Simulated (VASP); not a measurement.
Set up this calculation in VASP 6.6.1, as the native input.

| Item | Value |
| --- | --- |
| Task | relaxation of cell and atoms |
| Functional | r2SCAN |
| Potentials or basis | VASP PAW PBE potentials, release 64 (Ga_d, Ge_d) |
| Cutoff | 600 eV |
| k mesh | 6 × 6 × 6 |
| Occupations | gaussian, width 0.02 eV |
| Spin | no spin polarisation |
| Dipole correction | no |
| Further INCAR settings | ALGO = Normal; EDIFF = 1e-06; IBRION = 2; EDIFFG = -0.02; NSW = 60; ISIF = 3 |

GaGe:

```xyz
2
Lattice="0.0000 2.8978 2.8978 2.8978 0.0000 2.8978 2.8978 2.8978 0.0000" Properties=species:S:1:pos:R:3 pbc="T T T"
Ga    4.3468    4.3468    4.3468
Ge    0.0000    0.0000    0.0000
```

These files were run (other wordings do the same):

POSCAR

```
GaGe
1.0
    0.0000000000      2.8978440000      2.8978440000
    2.8978440000      0.0000000000      2.8978440000
    2.8978440000      2.8978440000      0.0000000000
Ga Ge
1 1
Direct
    0.7500000000      0.7500000000      0.7500000000
    0.0000000000      0.0000000000      0.0000000000
```

INCAR.step1

```
SYSTEM = GaGe
PREC     = Accurate       ! precision mode
ENCUT    = 600            ! plane-wave cutoff, eV
ISMEAR   = 0              ! smearing method
SIGMA    = 0.02           ! smearing width, eV
LREAL    = .False.        ! projectors in reciprocal space
LASPH    = .True.         ! aspherical terms in the spheres
NELM     = 60             ! most SCF steps
GGA      = PE             ! functional
ALGO     = Normal         ! electronic algorithm
EDIFF    = 1E-4           ! SCF threshold, eV
LWAVE    = .True.         ! write WAVECAR
LCHARG   = .False.        ! write CHGCAR
```

INCAR.step2

```
SYSTEM = GaGe
PREC     = Accurate       ! precision mode
ENCUT    = 600            ! plane-wave cutoff, eV
EDIFF    = 1E-6           ! SCF threshold, eV
ISMEAR   = 0              ! smearing method
SIGMA    = 0.02           ! smearing width, eV
LREAL    = .False.        ! projectors in reciprocal space
LASPH    = .True.         ! aspherical terms in the spheres
NELM     = 60             ! most SCF steps
ALGO     = Normal         ! electronic algorithm
ISIF     = 3              ! what is computed and relaxed
LWAVE    = .False.        ! write WAVECAR
LCHARG   = .False.        ! write CHGCAR
METAGGA  = R2SCAN         ! meta-GGA
LMIXTAU  = .True.       
IBRION   = 2              ! ionic algorithm
NSW      = 60             ! ionic steps
EDIFFG   = -0.02          ! ionic threshold
ISTART   = 1
```

KPOINTS

```
regular mesh
0
Gamma
  6 6 6
  0 0 0
```

Potentials or basis: VASP PAW PBE potentials, release 64 (Ga_d, Ge_d).

Run with:

```bash
$ cat potpaw_PBE.64/Ga_d/POTCAR potpaw_PBE.64/Ge_d/POTCAR > POTCAR
$ cp INCAR.step1 INCAR
$ mpirun -np 1 vasp_std > vasp.out
$ cp INCAR.step2 INCAR
$ mpirun -np 1 vasp_std > vasp.out
```

Results of the run:

* Relaxed volume: 23.32 Å³/atom
* Relaxed cell: a = 4.040 Å, b = 4.040 Å, c = 4.040 Å, α = 60.00°, β = 60.00°, γ = 60.00°
* Space group after relaxing (to 0.1 Å): F-43m (No. 216)
* Energy gained by relaxing: 7.4 meV/atom
* Ionic steps: 3
* Pressure after relaxing: 0.1 GPa
* Band gap on the k mesh: zero (an odd number of electrons rules out a gap without spin polarisation)

Caveat: the PAW data sets were made with another functional, which shifts forces and pressure a little.

It took 2.3 min on 1 thread of Intel(R) Xeon(R) Platinum 8488C (Sapphire Rapids), with other jobs on the host, peak memory 0.23 GiB.
